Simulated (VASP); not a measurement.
Wanted: the native input for a VASP 6.6.1 run.

- Task: relaxation of cell and atoms
- Functional: LDA
- Potentials or basis: VASP PAW LDA potentials, release 64 (Au)
- Cutoff: 500 eV
- k mesh: 20 × 20 × 20
- Occupations: fermi-dirac, width 0.05 eV
- Spin: no spin polarisation
- Target pressure: 45 GPa
- Dipole correction: no
- Further INCAR settings: ALGO = Normal; EDIFF = 1e-07; IBRION = 2; EDIFFG = -0.03; NSW = 60; ISIF = 3

The structure of Au lies in POSCAR:

```
Au
1.0
   -1.6150000000      1.6150000000      1.6150000000
    1.6150000000     -1.6150000000      1.6150000000
    1.6150000000      1.6150000000     -1.6150000000
Au
1
Direct
    0.0000000000      0.0000000000      0.0000000000
```

This isn't the form of Au at room conditions, which is fcc.

These files were run (other wordings do the same):

INCAR

```
PREC = Accurate
ENCUT = 500
EDIFF = 1E-7
ISMEAR = -1
SIGMA = 0.05
LREAL = F
LASPH = T
NELM = 120
ALGO = Normal
ISIF = 3
LWAVE = F
LCHARG = F
GGA = CA
IBRION = 2
NSW = 60
EDIFFG = -0.03
PSTRESS = 450.0
GGA_COMPAT = F
NELMIN = 4
```

KPOINTS

```
Automatic mesh
0
Gamma
  20 20 20
```

Potentials or basis: VASP PAW LDA potentials, release 64 (Au).

Launch:

```bash
$ cat potpaw_LDA.64/Au/POTCAR > POTCAR
$ mpirun -np 1 vasp_std > vasp.out
```

It gave:

```json
{
 "Relaxed volume": "14.30 Å³/atom",
 "Relaxed cell": "a = 2.648 Å, b = 2.648 Å, c = 2.648 Å, α = 109.47°, β = 109.47°, γ = 109.47°",
 "Space group after relaxing (to 0.1 Å)": "Im-3m (No. 229)",
 "Energy change on relaxing (the run minimises the enthalpy)": "+278.6 meV/atom",
 "Ionic steps": "9",
 "Pressure after relaxing": "45.0 GPa",
 "Band gap on the k mesh": "zero (an odd number of electrons rules out a gap without spin polarisation)"
}
```

Caveat: the cell is relaxed towards a set pressure, so the run minimises the enthalpy, not the energy; the volume moved by over 15 % at a fixed basis, so the end points are rough; spin-orbit coupling is left out, which moves the levels of the heavy elements.

Wall time 66 s on 1 thread of Intel(R) Xeon(R) 6975P-C (Granite Rapids), on a shared host, peak memory 0.17 GiB.
